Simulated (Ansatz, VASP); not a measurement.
## One calculation of Be3TeSe2, two programs

INCAR

```
SYSTEM = Be3TeSe2
PREC = Accurate
ENCUT = 600
EDIFF = 1E-7
ISMEAR = 0
SIGMA = 0.15
LREAL = .FALSE.
LASPH = .TRUE.
NELM = 120
ALGO = Normal
ISIF = 3
LWAVE = .FALSE.
LCHARG = .FALSE.
GGA = PE
IBRION = 2
NSW = 36
EDIFFG = -0.08
GGA_COMPAT = .FALSE.
NELMIN = 4
```

KPOINTS

```
Automatic mesh
0
G
  3 3 3
  0 0 0
```

Contents of POSCAR:

```
Be3TeSe2
1.0
   -3.1481303600      3.1481303600      3.4998412500
    3.1481303600     -3.1481303600      3.4998412500
    3.1481303600      3.1481303600     -3.4998412500
Be Te Se
3 1 2
Direct
    0.7500000000      0.2500000000      0.5000000000
    0.2500000000      0.7500000000      0.5000000000
    0.0000000000      0.0000000000      0.0000000000
    0.5000000000      0.5000000000      0.0000000000
    0.5000000000      0.0000000000      0.5000000000
    0.0000000000      0.5000000000      0.5000000000
```

Input for Ansatz:

```yaml
crystal:
  lattice:
    - [-3.14813036, 3.14813036, 3.49984125]
    - [3.14813036, -3.14813036, 3.49984125]
    - [3.14813036, 3.14813036, -3.49984125]
  atoms:
    - { symbol: Be, position: [0.75, 0.25, 0.5] }
    - { symbol: Be, position: [0.25, 0.75, 0.5] }
    - { symbol: Be, position: [0.0, 0.0, 0.0] }
    - { symbol: Te, position: [0.5, 0.5, 0.0] }
    - { symbol: Se, position: [0.5, 0.0, 0.5] }
    - { symbol: Se, position: [0.0, 0.5, 0.5] }
basis:
  ecutwfc: 420
kpoints:
  mp_grid: { grid: [3, 3, 3] }
hamiltonian:
  xc: pbe
scf:
  occupations: { method: gaussian, width: 0.15 }
  lower_state_search: "off"
output:
  forces: true
  stress: true
  eigenvalues: true
relax:
  adjacent_minimum: "off"
  f_tol: 0.08
  max_steps: 16
  cell: { stress_tol: 0.8 }
```

Alike in both runs: task relaxation of cell and atoms; functional PBE; k mesh 3 × 3 × 3; occupations gaussian, width 0.15 eV; no spin polarisation.

|  | VASP | Ansatz |
| --- | --- | --- |
| version | VASP 6.6.1 | Ansatz 0.2.0 |
| potentials or method | VASP PAW PBE potentials, release 64 (Be, Te, Se), cutoff 600 eV | scalar-relativistic, plane waves, PAW |
| valence electrons in the cell | 24 | 54 |

Ansatz gave:

- gap on the k mesh at the Fermi level, each at its own relaxed structure (eV): none
- relaxed volume (Å³/atom): 28.18
- relaxed length of the cell vector where the two differ most in proportion (Å): 6.082

Task: What did VASP give for the same quantities?

Result: gap on the k mesh at the Fermi level, each at its own relaxed structure (eV): none; relaxed volume (Å³/atom): 28.34; relaxed length of the cell vector where the two differ most in proportion (Å): 6.093.

A gap of «none» marks a metal or a gap that the smearing closes. VASP's potentials hold 24 valence electrons a cell and Ansatz's 54, so a difference there can come from the potentials and not from the codes.

The k mesh is coarse, so the values compare programs but aren't converged. Neither program's run includes spin-orbit coupling. Noted on VASP's run: the volume moved by over 15 % at a fixed basis, so the end points are rough.
